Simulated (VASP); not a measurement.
Here is a VASP 6.6.1 calculation.

Contents of INCAR:

```
SYSTEM = CdTe
  PREC = Accurate
  ENCUT = 520
  EDIFF = 1E-8
  ISMEAR = 0
  SIGMA = 0.01
  LREAL = .FALSE.
  LASPH = .TRUE.
  NELM = 100
  ALGO = Normal
  ISIF = 2
  LWAVE = .FALSE.
  LCHARG = .FALSE.
  GGA = PE
  NBANDS = 16
  IBRION = 8
  NSW = 1
```

KPOINTS

```
Automatic mesh
0
G
  6 6 6
  0 0 0
```

The input POSCAR:

```
CdTe
1.0
    0.0000000000      3.2050000000      3.2050000000
    3.2050000000      0.0000000000      3.2050000000
    3.2050000000      3.2050000000      0.0000000000
Cd Te
1 1
Direct
    0.0000000000      0.0000000000      0.0000000000
    0.2500000000      0.2500000000      0.2500000000
```

Potentials or basis: VASP PAW PBE potentials, release 64 (Cd, Te).

The run is started by

```sh
$ cat potpaw_PBE.64/Cd/POTCAR potpaw_PBE.64/Te/POTCAR > POTCAR
$ mpirun -np 1 vasp_std > vasp.out
```

Q: Estimate the highest phonon frequency at Γ, LO-TO splitting left out.

A: 155 cm⁻¹.

Phonon frequencies in cm⁻¹ (negative: imaginary):
```csv
q point,frequencies
"(0.000, 0.000, 0.000)",0 0 0 155 155 155
```

Caveat: the cell wasn't relaxed at this level first, which shifts response properties.
